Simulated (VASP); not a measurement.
A run of VASP 6.6.1 is set up as follows.

INCAR

```
SYSTEM = Ir
PREC = Accurate
ENCUT = 500
EDIFF = 1E-6
ISMEAR = -1
SIGMA = 0.05
LREAL = .False.
LASPH = .True.
NELM = 120
ALGO = Normal
ISIF = 2
LWAVE = .False.
LCHARG = .False.
GGA = PE
NBANDS = 14
GGA_COMPAT = .False.
```

KPOINTS

```
Automatic mesh
0
Gamma
  16 16 15
  0 0 0
```

POSCAR

```
Ir
1.0
    2.5186328751      0.0000000000      0.0000000000
   -1.2593164375      2.1812000526      0.0000000000
    0.0000000000      0.0000000000      2.4286455955
Ir
1
Direct
    0.0000000000      0.0000000000      0.0000000000
```

Potentials or basis: VASP PAW PBE potentials, release 64 (Ir_sv_GW).

Run with:

```bash
$ cat potpaw_PBE.64/Ir_sv_GW/POTCAR > POTCAR
$ mpirun -np 1 vasp_std > vasp.out
```

Task: What does it give for the pressure?

Result: 72.4 GPa.
